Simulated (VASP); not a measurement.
# In4PtSe (P4/mmm) in VASP: notebook, part 2 of 2

VASP 6.6.1.

### 3 Single point, PBE (28.20 Å³/atom)

This run uses another cell than the first one, of 28.20 Å³/atom.

INCAR reads:

```
  ALGO = Normal
  EDIFF = 1E-6
  ENCUT = 500
  GGA = PE
  GGA_COMPAT = False
  ISIF = 2
  ISMEAR = 0
  LASPH = True
  LCHARG = True
  LELF = True
  LREAL = False
  LVHAR = True
  LWAVE = False
  NBANDS = 43
  NELM = 120
  PREC = Accurate
  SIGMA = 0.1
```

KPOINTS reads:

```
k-points
0
Gamma
  8 8 6
```

POSCAR reads:

```
In4PtSe
1.0
    4.8029685962      0.0000000000      0.0000000000
    0.0000000000      4.8029685962      0.0000000000
    0.0000000000      0.0000000000      7.3347394135
In Pt Se
4 1 1
Direct
    0.0000000000      0.5000000000      0.7839048101
    0.5000000000      0.0000000000      0.7839048101
    0.0000000000      0.5000000000      0.2160951899
    0.5000000000      0.0000000000      0.2160951899
    0.0000000000      0.0000000000      0.0000000000
    0.5000000000      0.5000000000      0.5000000000
```

Potentials or basis: VASP PAW PBE potentials, release 64 (In_d, Pt, Se).

Run with:

```
cat potpaw_PBE.64/In_d/POTCAR potpaw_PBE.64/Pt/POTCAR potpaw_PBE.64/Se/POTCAR > POTCAR
mpirun -np 1 vasp_std > vasp.out
```

OUTCAR:

```text
EDIFF = 1E-6
   ENCUT = 500
   GGA = PE
   ISIF = 2
   ISMEAR = 0
   LASPH = True
   LREAL = False
   NELM = 120
   PREC = Accurate

 ion  position               nearest neighbor table
   1  0.000  0.500  0.784-   5 2.88   5 2.88   3 3.17   6 3.18   6 3.18   2 3.40   2 3.40   2 3.40
                             2 3.40
   2  0.500  0.000  0.784-   5 2.88   5 2.88   4 3.17   6 3.18   6 3.18   1 3.40   1 3.40   1 3.40
                             1 3.40
   3  0.000  0.500  0.216-   5 2.88   5 2.88   1 3.17   6 3.18   6 3.18   4 3.40   4 3.40   4 3.40
                             4 3.40
   4  0.500  0.000  0.216-   5 2.88   5 2.88   2 3.17   6 3.18   6 3.18   3 3.40   3 3.40   3 3.40
                             3 3.40
   5  0.000  0.000  0.000-   1 2.88   2 2.88   3 2.88   4 2.88   1 2.88   3 2.88   2 2.88   4 2.88

   6  0.500  0.500  0.500-   1 3.18   2 3.18   3 3.18   4 3.18   2 3.18   4 3.18   1 3.18   3 3.18

  LATTYP: Found a simple tetragonal cell.
 ALAT       =     4.8029685962
 C/A-ratio  =     1.5271262484

  Lattice vectors:

 A1 = (   4.8029685962,   0.0000000000,   0.0000000000)
 A2 = (   0.0000000000,   4.8029685962,   0.0000000000)
 A3 = (   0.0000000000,   0.0000000000,   7.3347394135)

Analysis of symmetry for initial positions (statically):
=====================================================================
 Subroutine PRICEL returns:
 Original cell was already a primitive cell.

 Routine SETGRP: Setting up the symmetry group for a
 simple tetragonal supercell.

 Subroutine GETGRP returns: Found 16 space group operations
 (whereof 16 operations were pure point group operations)
 out of a pool of 16 trial point group operations.

The static configuration has the point symmetry D_4h.

Analysis of symmetry for dynamics (positions and initial velocities):
=====================================================================
 Subroutine PRICEL returns:
 Original cell was already a primitive cell.

 Routine SETGRP: Setting up the symmetry group for a
 simple tetragonal supercell.

 Subroutine GETGRP returns: Found 16 space group operations
 (whereof 16 operations were pure point group operations)
 out of a pool of 16 trial point group operations.

The dynamic configuration has the point symmetry D_4h.

 Subroutine INISYM returns: Found 16 space group operations
 (whereof 16 operations are pure point group operations),
 and found     1 'primitive' translations

----------------------------------------------------------------------------------------

                                     Primitive cell

  volume of cell :     169.2015

  direct lattice vectors                    reciprocal lattice vectors
     4.802968596  0.000000000  0.000000000     0.208204568  0.000000000  0.000000000
     0.000000000  4.802968596  0.000000000     0.000000000  0.208204568  0.000000000
     0.000000000  0.000000000  7.334739414     0.000000000  0.000000000  0.136337495

  length of vectors
     4.802968596  4.802968596  7.334739414     0.208204568  0.208204568  0.136337495

  position of ions in fractional coordinates (direct lattice)
     0.000000000  0.500000000  0.783904810
     0.500000000  0.000000000  0.783904810
     0.000000000  0.500000000  0.216095190
[... 34 lines left out ...]
 Subroutine IBZKPT returns following result:
 ===========================================

 Found     60 irreducible k-points:

 Following reciprocal coordinates:
            Coordinates               Weight
  0.000000  0.000000  0.000000      1.000000
  0.125000  0.000000  0.000000      4.000000
  0.250000  0.000000  0.000000      4.000000
  0.375000  0.000000  0.000000      4.000000
  0.500000  0.000000  0.000000      2.000000
  0.125000  0.125000  0.000000      4.000000
[... 16 lines left out ...]
  0.375000  0.125000  0.166667     16.000000
  0.500000  0.125000  0.166667      8.000000
 [... further k-points ...]
   k-points           NKPTS =     60   k-points in BZ     NKDIM =     60   number of bands    NBANDS=     43
   number of dos      NEDOS =    301   number of ions     NIONS =      6
   total plane-waves  NPLWV =  69984
   dimension x,y,z NGX =    36 NGY =   36 NGZ =   54
   dimension x,y,z NGXF=    72 NGYF=   72 NGZF=  108
   ions per type =               4   1   1
   NGX,Y,Z   is equivalent  to a cutoff of  12.46, 12.46, 12.24 a.u.
   NGXF,Y,Z  is equivalent  to a cutoff of  24.92, 24.92, 24.48 a.u.
 SYSTEM =  unknown system
   PREC   = accura    normal or accurate (medium, high low for compatibility)
   ISTART =      0    job   : 0-new  1-cont  2-samecut
   ICHARG =      2    charge: 1-file 2-atom 10-const
   ISPIN  =      1    spin polarized calculation?
   LNONCOLLINEAR =      F non collinear calculations
   LSORBIT =      F    spin-orbit coupling
   LASPH  =      T    aspherical Exc in radial PAW
   ENCUT  =  500.0 eV  36.75 Ry    6.06 a.u.   8.76  8.76 13.37*2*pi/ulx,y,z
   NELM   =    120;   NELMIN=  2; NELMDL= -5     # of ELM steps
   EDIFF  = 0.1E-05   stopping-criterion for ELM
   LREAL  =      F    real-space projection
   EDIFFG = 0.1E-04   stopping-criterion for IOM
   NSW    =      0    number of steps for IOM
   IBRION =     -1    ionic relax: 0-MD 1-quasi-New 2-CG
   NFREE  =      0    steps in history (QN), initial steepest desc. (CG)
   ISIF   =      2    stress and relaxation
   ISYM   =      2    0-nonsym 1-usesym 2-fastsym
   POTIM  = 0.5000    time-step for ionic-motion
   TEBEG  =    0.0;   TEEND  =   0.0 temperature during run
   PSTRESS=    0.0 pullay stress
   NELECT =      68.0000    total number of electrons
   NUPDOWN=      -1.0000    fix difference up-down
   EMIN   =  10.00;   EMAX   =-10.00  energy-range for DOS
   EFERMI =   0.00;   METHOD = LEGACY
   ISMEAR =     0;   SIGMA  =   0.10  broadening in eV -4-tet -1-fermi 0-gaus
   EFERMI_NEDOS =   21; number of points for ismear=-14 and -15
   IALGO  =     38    algorithm
   IMIX   =      4    mixing-type and parameters
     AMIX     =   0.40;   BMIX     =  1.00
     AMIX_MAG =   1.60;   BMIX_MAG =  1.00
  volume/ion in A,a.u.               =      28.20       190.30
  Fermi-wavevector in a.u.,A,eV,Ry     =   1.208119  2.283014 19.858406  1.459552
  Thomas-Fermi vector in A             =   2.343736
   LORBIT       =      0    0 simple, 1 ext, 2 COOP (PROOUT), +10 PAW based schemes
   GGA     = PE    functional components
   LHFCALC =     F    Hartree Fock is set to
   AEXX    =    0.0000 exact exchange contribution
   IVDW    =     0    specifies the selected vdW correction
   LEPSILON=     F    determine dielectric tensor
   LRPA    =     F    only Hartree local field effects (RPA)
 non-spin polarized calculation
 Gauss-broadening in eV      SIGMA  =   0.10
  energy-cutoff  :      500.00
  volume of cell :      169.20
 maximum number of plane-waves:      4330
 NGX is ok and might be reduce to    36
   NGX = 17   NGY = 17   NGZ = 27

 number of electron      68.0000047 magnetization

 Free energy of the ion-electron system (eV)
  ---------------------------------------------------
  ext. energy  EPLUGINS =         0.00000000
  ---------------------------------------------------
  free energy    TOTEN  =       -21.45553470 eV

  energy without entropy =      -21.44586571  energy(sigma->0) =      -21.45070021

 E-fermi :   5.6396     XC(G=0):  -9.4931

 val. band max:        5.6265649973   @ k =   0.2500   0.0000   0.0000
 cond. band min:       5.6879893428   @ k =   0.3750   0.3750   0.0000
 fundamental gap:      0.0614243454
 Fermi energy:         5.6395698846

 k-point     1 :       0.0000    0.0000    0.0000
  band No.  band energies     occupation
      1      -9.0893      2.00000
      2      -9.0485      2.00000
      3      -9.0218      2.00000
      4      -9.0057      2.00000
      5      -8.9693      2.00000
      6      -8.9693      2.00000
[... 1093 lines left out ...]
     42      10.2798      0.00000
     43      10.3179      0.00000

 [... further k-points ...]
[... 5 lines left out ...]
  --------------------------------------------------------------------------------------
  -------------------------------------------------------------------------------------
  Total       -2.3567829     -2.3567829     -2.2076528      0.0000000      0.0000000     -0.0000000
  in kB      -22.3164941    -22.3164941    -20.9043740      0.0000000      0.0000000     -0.0000000
  external PRESSURE =     -21.8457874 kB  Pullay stress =       0.0000000 kB

 VOLUME and BASIS-vectors are now :
 -----------------------------------------------------------------------------
  energy-cutoff  :      500.00
  volume of cell :      169.20
      direct lattice vectors                 reciprocal lattice vectors
     4.802968596  0.000000000  0.000000000     0.208204568  0.000000000  0.000000000
     0.000000000  4.802968596  0.000000000     0.000000000  0.208204568  0.000000000
     0.000000000  0.000000000  7.334739414     0.000000000  0.000000000  0.136337495

 POSITION                                       TOTAL-FORCE (eV/Angst)
 -----------------------------------------------------------------------------------
      0.00000      2.40148      5.74974        -0.000000      0.000000     -0.005424
      2.40148      0.00000      5.74974         0.000000     -0.000000     -0.005424
      0.00000      2.40148      1.58500         0.000000      0.000000      0.005424
      2.40148      0.00000      1.58500         0.000000     -0.000000      0.005424
      0.00000      0.00000      0.00000         0.000000      0.000000      0.000000
      2.40148      2.40148      3.66737         0.000000      0.000000      0.000000
 -----------------------------------------------------------------------------------
    total drift:                                0.000000      0.000000     -0.000000

  FREE ENERGIE OF THE ION-ELECTRON SYSTEM (eV)
  ---------------------------------------------------
  free  energy   TOTEN  =       -21.4555346969 eV

  energy  without entropy=      -21.4458657141  energy(sigma->0) =      -21.45070021
```

Run time: 10 min. Hardware: 1 thread of Oxide Virtual Turin-like, shared host; peak memory 0.46 GiB.

Results:

```yaml
Free_energy: -21.4555 eV
Pressure: -2.2 GPa
Largest_force: 0.005 eV/Å
Band_gap_on_the_k_mesh: zero (bands 34 and 35 overlap by 1.89 eV)
```

Forces on the atoms (eV/Å):
```
In   0.000  0.000 -0.005
In   0.000  0.000 -0.005
In   0.000  0.000  0.005
In   0.000  0.000  0.005
Pt   0.000  0.000  0.000
Se   0.000  0.000  0.000
```

Caveat: spin-orbit coupling is left out, which moves the levels of the heavy elements.

The gap in the log of VASP goes by the Fermi energy; the results here count the filled bands.